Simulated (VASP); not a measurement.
# Se in VASP: further runs, part 2 of 2

VASP 6.6.1.

## 3. Single point, PBE (zz strain of -2 %)

File INCAR:

```
PREC     = Accurate       # precision mode
ENCUT    = 520            # plane-wave cutoff, eV
EDIFF    = 1E-7           # SCF threshold, eV
ISMEAR   = -1             # smearing method
SIGMA    = 0.03           # smearing width, eV
LREAL    = F              # projectors in reciprocal space
LASPH    = T              # aspherical terms in the spheres
NELM     = 60             # most SCF steps
ALGO     = Normal         # electronic algorithm
ISIF     = 2              # what is computed and relaxed
LWAVE    = F              # write WAVECAR
LCHARG   = F              # write CHGCAR
GGA      = PE             # functional
NBANDS   = 16             # bands
```

File KPOINTS:

```
regular mesh
0
Gamma
  6 6 5
```

File POSCAR:

```
Se
1.0
    4.3661999489      0.0000000000      0.0000000000
   -2.1830999745      3.7812400738      0.0000000000
    0.0000000000      0.0000000000      4.8545280000
Se
3
Direct
    0.2254000000      0.0000000000      0.3333333333
    0.0000000000      0.2254000000      0.6666666667
    0.7746000000      0.7746000000      0.0000000000
```

Potentials or basis: VASP PAW PBE potentials, release 64 (Se).

Launch:

```
$ cat potpaw_PBE.64/Se/POTCAR > POTCAR
$ mpirun -np 1 vasp_std > vasp.out
```

OUTCAR:

```text
PREC = Accurate
   ENCUT = 520
   EDIFF = 1E-7
   ISMEAR = -1
   LREAL = F
   LASPH = T
   NELM = 60
   ISIF = 2
   GGA = PE

 ion  position               nearest neighbor table
   1  0.225  0.000  0.333-   3 2.35   2 2.35
   2  0.000  0.225  0.667-   3 2.35   1 2.35
   3  0.775  0.775  0.000-   1 2.35   2 2.35

  LATTYP: Found a hexagonal cell.
 ALAT       =     4.3661999489
 C/A-ratio  =     1.1118428054

  Lattice vectors:

 A1 = (   4.3661999489,   0.0000000000,   0.0000000000)
 A2 = (  -2.1830999745,   3.7812400738,   0.0000000000)
 A3 = (   0.0000000000,   0.0000000000,   4.8545280000)

Analysis of symmetry for initial positions (statically):
=====================================================================
 Subroutine PRICEL returns:
 Original cell was already a primitive cell.

 Routine SETGRP: Setting up the symmetry group for a
 hexagonal supercell.

 Subroutine GETGRP returns: Found  6 space group operations
 (whereof  2 operations were pure point group operations)
 out of a pool of 24 trial point group operations.

The static configuration has the point symmetry C_2 .
 The point group associated with its full space group is D_3 .

Analysis of symmetry for dynamics (positions and initial velocities):
=====================================================================
 Subroutine PRICEL returns:
 Original cell was already a primitive cell.

 Routine SETGRP: Setting up the symmetry group for a
 hexagonal supercell.

 Subroutine GETGRP returns: Found  6 space group operations
 (whereof  2 operations were pure point group operations)
 out of a pool of 24 trial point group operations.

The dynamic configuration has the point symmetry C_2 .
 The point group associated with its full space group is D_3 .

 Subroutine INISYM returns: Found  6 space group operations
 (whereof  2 operations are pure point group operations),
 and found     1 'primitive' translations

----------------------------------------------------------------------------------------

                                     Primitive cell

  volume of cell :      80.1466

  direct lattice vectors                    reciprocal lattice vectors
     4.366199949  0.000000000  0.000000000     0.229032113  0.132231752  0.000000000
    -2.183099975  3.781240074  0.000000000     0.000000000  0.264463504  0.000000000
     0.000000000  0.000000000  4.854528000     0.000000000  0.000000000  0.205993250

  length of vectors
     4.366199949  4.366199949  4.854528000     0.264463504  0.264463504  0.205993250

  position of ions in fractional coordinates (direct lattice)
     0.225400000  0.000000000  0.333333333
     0.000000000  0.225400000  0.666666667
     0.774600000  0.774600000  0.000000000

  ion indices of the primitive-cell ions
   primitive index   ion index
                 1           1
                 2           2
                 3           3

----------------------------------------------------------------------------------------

 KPOINTS: regular mesh

Automatic generation of k-mesh.
 Grid dimensions read from file:
 generate k-points for:    6    6    5

 Generating k-lattice:

  Cartesian coordinates                     Fractional coordinates (reciprocal lattice)
     0.038172019  0.022038625  0.000000000     0.166666667  0.000000000  0.000000000
     0.000000000  0.044077251  0.000000000     0.000000000  0.166666667  0.000000000
     0.000000000  0.000000000  0.041198650     0.000000000  0.000000000  0.200000000

  Length of vectors
     0.044077251  0.044077251  0.041198650

  Shift w.r.t. Gamma in fractional coordinates (k-lattice)
     0.000000000  0.000000000  0.000000000

 Subroutine IBZKPT returns following result:
 ===========================================

 Found     27 irreducible k-points:

 Following reciprocal coordinates:
            Coordinates               Weight
  0.000000  0.000000  0.000000      1.000000
  0.166667  0.000000  0.000000      6.000000
  0.333333  0.000000  0.000000      6.000000
  0.500000  0.000000  0.000000      3.000000
  0.166667  0.166667  0.000000      6.000000
  0.333333  0.166667  0.000000     12.000000
[... 16 lines left out ...]
  0.500000  0.000000  0.400000      6.000000
  0.166667  0.166667  0.400000     12.000000
 [... further k-points ...]
   k-points           NKPTS =     27   k-points in BZ     NKDIM =     27   number of bands    NBANDS=     16
   number of dos      NEDOS =    301   number of ions     NIONS =      3
   total plane-waves  NPLWV =  36864
   dimension x,y,z NGX =    32 NGY =   32 NGZ =   36
   dimension x,y,z NGXF=    64 NGYF=   64 NGZF=   72
   ions per type =               3
   NGX,Y,Z   is equivalent  to a cutoff of  12.18, 12.18, 12.33 a.u.
   NGXF,Y,Z  is equivalent  to a cutoff of  24.37, 24.37, 24.66 a.u.
 SYSTEM =  unknown system
   PREC   = accura    normal or accurate (medium, high low for compatibility)
   ISTART =      0    job   : 0-new  1-cont  2-samecut
   ICHARG =      2    charge: 1-file 2-atom 10-const
   ISPIN  =      1    spin polarized calculation?
   LNONCOLLINEAR =      F non collinear calculations
   LSORBIT =      F    spin-orbit coupling
   LASPH  =      T    aspherical Exc in radial PAW
   ENCUT  =  520.0 eV  38.22 Ry    6.18 a.u.   8.12  8.12  9.03*2*pi/ulx,y,z
   NELM   =     60;   NELMIN=  2; NELMDL= -5     # of ELM steps
   EDIFF  = 0.1E-06   stopping-criterion for ELM
   LREAL  =      F    real-space projection
   EDIFFG = 0.1E-05   stopping-criterion for IOM
   NSW    =      0    number of steps for IOM
   IBRION =     -1    ionic relax: 0-MD 1-quasi-New 2-CG
   NFREE  =      0    steps in history (QN), initial steepest desc. (CG)
   ISIF   =      2    stress and relaxation
   ISYM   =      2    0-nonsym 1-usesym 2-fastsym
   POTIM  = 0.5000    time-step for ionic-motion
   TEBEG  =    0.0;   TEEND  =   0.0 temperature during run
   PSTRESS=    0.0 pullay stress
   NELECT =      18.0000    total number of electrons
   NUPDOWN=      -1.0000    fix difference up-down
   EMIN   =  10.00;   EMAX   =-10.00  energy-range for DOS
   EFERMI =   0.00;   METHOD = LEGACY
   ISMEAR =    -1;   SIGMA  =   0.03  broadening in eV -4-tet -1-fermi 0-gaus
   EFERMI_NEDOS =   21; number of points for ismear=-14 and -15
   IALGO  =     38    algorithm
   IMIX   =      4    mixing-type and parameters
     AMIX     =   0.40;   BMIX     =  1.00
     AMIX_MAG =   1.60;   BMIX_MAG =  1.00
  volume/ion in A,a.u.               =      26.72       180.29
  Fermi-wavevector in a.u.,A,eV,Ry     =   0.995109  1.880484 13.473062  0.990242
  Thomas-Fermi vector in A             =   2.127107
   LORBIT       =      0    0 simple, 1 ext, 2 COOP (PROOUT), +10 PAW based schemes
   GGA     = PE    functional components
   LHFCALC =     F    Hartree Fock is set to
   AEXX    =    0.0000 exact exchange contribution
   IVDW    =     0    specifies the selected vdW correction
   LEPSILON=     F    determine dielectric tensor
   LRPA    =     F    only Hartree local field effects (RPA)
 non-spin polarized calculation
  energy-cutoff  :      520.00
  volume of cell :       80.15
 maximum number of plane-waves:      2169
   NGX = 17   NGY = 17   NGZ = 19

 number of electron      18.0000001 magnetization

 Free energy of the ion-electron system (eV)
  ---------------------------------------------------
  ext. energy  EPLUGINS =         0.00000000
  ---------------------------------------------------
  free energy    TOTEN  =       -10.41373446 eV

  energy without entropy =      -10.41373446  energy(sigma->0) =      -10.41373446

 E-fermi :   3.4484     XC(G=0):  -8.9221

 val. band max:        2.7919899915   @ k =  -0.1667   0.5000   0.4000
 cond. band min:       4.0614640209   @ k =   0.0000   0.0000   0.4000
 fundamental gap:      1.2694740293
 Fermi energy:         3.4483838437

 k-point     1 :       0.0000    0.0000    0.0000
  band No.  band energies     occupation
      1     -13.1771      2.00000
      2      -8.8689      2.00000
      3      -8.8689      2.00000
      4      -1.0492      2.00000
      5      -1.0490      2.00000
      6      -1.0490      2.00000
[... 8 lines left out ...]
     15       9.3499      0.00000
     16      11.2585      0.00000
[... 419 lines left out ...]
 k-point    24 :       0.1667    0.1667    0.4000
  band No.  band energies     occupation
      1     -12.1511      2.00000
      2     -11.2736      2.00000
      3      -7.3292      2.00000
      4      -2.5884      2.00000
      5      -1.7118      2.00000
      6      -1.0990      2.00000
[... 8 lines left out ...]
     15      10.9165      0.00000
     16      11.3154      0.00000

 [... further k-points ...]
[... 5 lines left out ...]
  --------------------------------------------------------------------------------------
  -------------------------------------------------------------------------------------
  Total        1.7970097      1.7970097      3.4530115     -0.0000000      0.0000000      0.0000000
  in kB       35.9232908     35.9232908     69.0277513     -0.0000000      0.0000000      0.0000000
  external PRESSURE =      46.9581110 kB  Pullay stress =       0.0000000 kB

 VOLUME and BASIS-vectors are now :
 -----------------------------------------------------------------------------
  energy-cutoff  :      520.00
  volume of cell :       80.15
      direct lattice vectors                 reciprocal lattice vectors
     4.366199949  0.000000000  0.000000000     0.229032113  0.132231752  0.000000000
    -2.183099975  3.781240074  0.000000000     0.000000000  0.264463504  0.000000000
     0.000000000  0.000000000  4.854528000     0.000000000  0.000000000  0.205993250

 POSITION                                       TOTAL-FORCE (eV/Angst)
 -----------------------------------------------------------------------------------
      0.98414      0.00000      1.61818         0.695102     -0.000000     -0.000000
     -0.49207      0.85229      3.23635        -0.347551      0.601976      0.000000
      1.69103      2.92895      0.00000        -0.347551     -0.601976      0.000000
 -----------------------------------------------------------------------------------
    total drift:                               -0.000000     -0.000000     -0.000000

  FREE ENERGIE OF THE ION-ELECTRON SYSTEM (eV)
  ---------------------------------------------------
  free  energy   TOTEN  =       -10.4137344554 eV

  energy  without entropy=      -10.4137344554  energy(sigma->0) =      -10.41373446
```

Run time: 46 s. Hardware: 1 thread of AMD EPYC 7R13 (Zen 3), shared host; peak memory 0.15 GiB.

Results:

* Free energy: -10.4137 eV
* Pressure: 4.7 GPa
* Largest force: 0.695 eV/Å
* Band gap on the k mesh: 1.27 eV, indirect (least direct gap 1.66 eV)

Forces in eV/Å, atoms in the order of the input:
```
Se   0.695  0.000  0.000
Se  -0.348  0.602  0.000
Se  -0.348 -0.602  0.000
```

Levels at points of the mesh, in eV from the valence-band top:
| k point | band 5 | band 6 | band 7 | band 8 | band 9 | band 10 | band 11 | band 12 | band 13 | band 14 |
| --- | --- | --- | --- | --- | --- | --- | --- | --- | --- | --- |
| (0.00, 0.00, 0.00) | -3.84 | -3.84 | -2.09 | -2.09 | -0.35 | 2.08 | 2.08 | 2.22 | 6.32 | 6.56 |
| (0.50, 0.00, 0.00) | -4.73 | -3.48 | -2.84 | -1.75 | -0.94 | 2.09 | 2.47 | 4.31 | 5.34 | 7.71 |

Caveat: the cell differs from its parent crystal (zz strain of -2 %). A k mesh can miss the band edges.

## 4. Single point, PBE (zz strain of +1 %)

File INCAR:

```
ALGO     = Normal         # electronic algorithm
EDIFF    = 1E-6           # SCF threshold, eV
ENCUT    = 520            # plane-wave cutoff, eV
GGA      = PE             # functional
ISIF     = 2              # what is computed and relaxed
ISMEAR   = -1             # smearing method
LASPH    = T              # aspherical terms in the spheres
LCHARG   = T              # write CHGCAR
LELF     = T              # ELF
LREAL    = F              # projectors in reciprocal space
LVHAR    = T            
LWAVE    = F              # write WAVECAR
NBANDS   = 16             # bands
NELM     = 60             # most SCF steps
PREC     = Accurate       # precision mode
SIGMA    = 0.03           # smearing width, eV
```

File KPOINTS:

```
k-points
0
Gamma
  6 6 5
```

POSCAR: that of step 3 with these lines changed.

```diff
@@ -4,3 +4,3 @@
    -2.1830999745      3.7812400738      0.0000000000
-    0.0000000000      0.0000000000      4.8545280000
+    0.0000000000      0.0000000000      5.0031360000
 Se
```

Launch:

```
$ cat potpaw_PBE.64/Se/POTCAR > POTCAR
$ mpirun -np 1 vasp_std > vasp.out
```

Run time: 41 s. Hardware: 1 thread of AMD EPYC 7R13 (Zen 3), shared host; peak memory 0.16 GiB.

Results (log left out):

* Free energy: -10.4875 eV
* Pressure: 2.1 GPa
* Largest force: 0.313 eV/Å
* Band gap on the k mesh: 1.33 eV, indirect (least direct gap 1.42 eV)

Forces on the atoms (eV/Å):
```
Se   0.313  0.000  0.000
Se  -0.156  0.271  0.000
Se  -0.156 -0.271  0.000
```

Stress tensor (GPa, compression positive):
```
1.73 0.00 0.00
0.00 1.73 0.00
0.00 0.00 2.81
```

Levels at points of the mesh, in eV from the valence-band top:
| k point | band 6 | band 7 | band 8 | band 9 | band 10 | band 11 | band 12 | band 13 |
| --- | --- | --- | --- | --- | --- | --- | --- | --- |
| (0.00, 0.00, 0.00) | -3.56 | -1.88 | -1.88 | -0.29 | 1.95 | 1.95 | 2.30 | 6.25 |
| (0.50, 0.00, 0.00) | -3.28 | -2.78 | -1.64 | -0.88 | 2.01 | 2.42 | 4.17 | 5.40 |

Caveat: the cell differs from its parent crystal (zz strain of +1 %). A k mesh can miss the band edges.

## 5. Single point, PBE (zz strain of +3 %)

File INCAR:

```
  ALGO = Normal
  EDIFF = 1E-6
  ENCUT = 520
  GGA = PE
  ISIF = 2
  ISMEAR = -1
  LASPH = T
  LCHARG = F
  LREAL = F
  LWAVE = F
  NBANDS = 16
  NELM = 80
  PREC = Accurate
  SIGMA = 0.03
```

KPOINTS is that of step 4.

POSCAR: that of step 4 with these lines changed.

```diff
@@ -4,3 +4,3 @@
    -2.1830999745      3.7812400738      0.0000000000
-    0.0000000000      0.0000000000      5.0031360000
+    0.0000000000      0.0000000000      5.1022080000
 Se
```

Launch:

```
$ cat potpaw_PBE.64/Se/POTCAR > POTCAR
$ mpirun -np 1 vasp_std > vasp.out
```

Wall time 48 s (1 thread of AMD EPYC 7R13 (Zen 3), shared host); peak memory 0.16 GiB.

It converged, with:

| Item | Value |
| --- | --- |
| Free energy | -10.5035 eV |
| Pressure | 0.6 GPa |
| Largest force | 0.096 eV/Å |
| Band gap on the k mesh | 1.24 eV, direct |

Forces in eV/Å, atoms in the order of the input:
```
Se   0.096  0.000  0.000
Se  -0.048  0.083  0.000
Se  -0.048 -0.083  0.000
```

Stress tensor (GPa, compression positive):
```
0.68 0.00 0.00
0.00 0.68 0.00
0.00 0.00 0.36
```

Levels at points of the mesh, in eV from the valence-band top:
```
           k point  band 7  band 8  band 9  band 10  band 11  band 12
(0.00, 0.00, 0.00)   -1.75   -1.75   -0.25     1.86     1.86     2.34
(0.50, 0.00, 0.00)   -2.73   -1.57   -0.85     1.95     2.37     4.06
```

Caveat: the cell differs from its parent crystal (zz strain of +3 %). A k mesh can miss the band edges.

## 6. Single point, PBE (equal xy, yz and zx shear strains of +1 %)

File INCAR:

```
SYSTEM = Se
  PREC = Accurate
  ENCUT = 520
  EDIFF = 1E-7
  ISMEAR = -1
  SIGMA = 0.03
  LREAL = .FALSE.
  LASPH = .TRUE.
  NELM = 60
  ALGO = Normal
  ISIF = 2
  LWAVE = .FALSE.
  LCHARG = .FALSE.
  GGA = PE
  NBANDS = 16
```

File KPOINTS:

```
regular mesh
0
G
  6 6 5
  0 0 0
```

File POSCAR:

```
Se
1.0
    4.3661999489      0.0218309997      0.0218309997
   -2.1641937741      3.7703245739      0.0079907005
    0.0247680000      0.0247680000      4.9536000000
Se
3
Direct
    0.2254000000      0.0000000000      0.3333333333
    0.0000000000      0.2254000000      0.6666666667
    0.7746000000      0.7746000000      0.0000000000
```

Potentials or basis: VASP PAW PBE potentials, release 64 (Se).

Launch:

```
$ cat potpaw_PBE.64/Se/POTCAR > POTCAR
$ mpirun -np 1 vasp_std > vasp.out
```

It took 2.7 min on 1 thread of AMD EPYC 7R13 (Zen 3), shared host; peak memory 0.21 GiB.

Results (log left out):

| Quantity | Value |
| --- | --- |
| Free energy | -10.4656 eV |
| Pressure | 2.9 GPa |
| Largest force | 0.531 eV/Å |
| Band gap on the k mesh | 1.25 eV, indirect (least direct gap 1.49 eV) |

Forces in eV/Å, atoms in the order of the input:
```
Se   0.388 -0.081 -0.166
Se  -0.265  0.459 -0.022
Se  -0.123 -0.378  0.187
```

Stress tensor (GPa, compression positive):
```
 2.11 -0.37 -0.72
-0.37  2.56 -0.50
-0.72 -0.50  4.16
```

Levels at points of the mesh, in eV from the valence-band top:
| k point | band 5 | band 6 | band 7 | band 8 | band 9 | band 10 | band 11 | band 12 | band 13 | band 14 |
| --- | --- | --- | --- | --- | --- | --- | --- | --- | --- | --- |
| (0.00, 0.00, 0.00) | -3.75 | -3.66 | -1.97 | -1.95 | -0.33 | 1.89 | 2.04 | 2.28 | 6.24 | 6.58 |
| (0.50, 0.00, 0.00) | -4.60 | -3.34 | -2.85 | -1.70 | -0.90 | 2.07 | 2.45 | 4.09 | 5.39 | 7.78 |
| (0.00, 0.50, 0.00) | -4.62 | -3.36 | -2.78 | -1.69 | -0.91 | 2.00 | 2.43 | 4.26 | 5.35 | 7.75 |
| (0.50, 0.50, 0.00) | -4.65 | -3.38 | -2.79 | -1.70 | -0.93 | 1.98 | 2.42 | 4.26 | 5.35 | 7.77 |

Caveat: the cell differs from its parent crystal (equal xy, yz and zx shear strains of +1 %).

## 7. Overview

```tsv
cell	gap on the mesh (eV)	pressure (GPa)	largest force (eV/Å)
a = 4.366, b = 4.366, c = 4.954 Å, angles 90.0, 90.0, 120.0°, 3 atoms	1.31	2.9	0.43
a = 4.366, b = 4.366, c = 4.855 Å, angles 90.0, 90.0, 120.0°, 3 atoms	1.27	4.7	0.70
a = 4.366, b = 4.366, c = 5.003 Å, angles 90.0, 90.0, 120.0°, 3 atoms	1.33	2.1	0.31
a = 4.366, b = 4.366, c = 5.102 Å, angles 90.0, 90.0, 120.0°, 3 atoms	1.24	0.6	0.10
a = 4.366, b = 4.347, c = 4.954 Å, angles 89.8, 89.4, 119.6°, 3 atoms	1.25	2.9	0.53
```

Alike in all rows: task single point; level PBE; potentials or basis VASP PAW PBE potentials, release 64 (Se); no spin polarisation; k mesh 6 × 6 × 5; cutoff (eV) 520; smearing fermi-dirac 0.03 eV.

Total energies depend on the potentials used, so only differences within one code and one set of settings carry meaning.
